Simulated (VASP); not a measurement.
Input of a VASP 6.6.1 run:

INCAR

```
SYSTEM = Mg3BeTe4
PREC = Accurate ; ENCUT = 600
EDIFF = 1E-7 ; ISMEAR = 0
SIGMA = 0.02 ; LREAL = .FALSE.
LASPH = .TRUE. ; NELM = 80
ALGO = Normal ; ISIF = 3
LWAVE = .FALSE. ; LCHARG = .FALSE.
GGA = PE ; IBRION = 2
NSW = 100 ; EDIFFG = -0.01
```

Contents of KPOINTS:

```
regular mesh
0
G
  4 4 4
  0 0 0
```

File POSCAR:

```
Mg3BeTe4
1.0
    6.3008754124      0.0000000000      0.0000000000
    0.0000000000      6.3008754124      0.0000000000
    0.0000000000      0.0000000000      6.3008754124
Mg Be Te
3 1 4
Direct
    0.5000000000      0.0000000000      0.5000000000
    0.0000000000      0.5000000000      0.5000000000
    0.5000000000      0.5000000000      0.0000000000
    0.0000000000      0.0000000000      0.0000000000
    0.2296844407      0.7703155593      0.7703155593
    0.7703155593      0.7703155593      0.2296844407
    0.7703155593      0.2296844407      0.7703155593
    0.2296844407      0.2296844407      0.2296844407
```

Potentials or basis: VASP PAW PBE potentials, release 64 (Mg, Be, Te).

Command:

```console
$ cat potpaw_PBE.64/Mg/POTCAR potpaw_PBE.64/Be/POTCAR potpaw_PBE.64/Te/POTCAR > POTCAR
$ mpirun -np 1 vasp_std > vasp.out
```

Task: What does it give for the relaxed cell?

Result: a = 6.298 Å, b = 6.298 Å, c = 6.298 Å, α = 90.00°, β = 90.00°, γ = 90.00°.

Task: Predict the space group after relaxing (to 0.1 Å).

Result: P-43m (No. 215).

Task: Predict the relaxed volume.

Result: 31.22 Å³/atom.

Final structure:
```
Mg Be Te
1.0
     6.29762    0.00000    0.00000
     0.00000    6.29762    0.00000
     0.00000    0.00000    6.29762
Mg Be Te
3 1 4
Direct
  0.50000 0.00000 0.50000
  0.00000 0.50000 0.50000
  0.50000 0.50000 0.00000
  0.00000 0.00000 0.00000
  0.22973 0.77027 0.77027
  0.77027 0.77027 0.22973
  0.77027 0.22973 0.77027
  0.22973 0.22973 0.22973
```
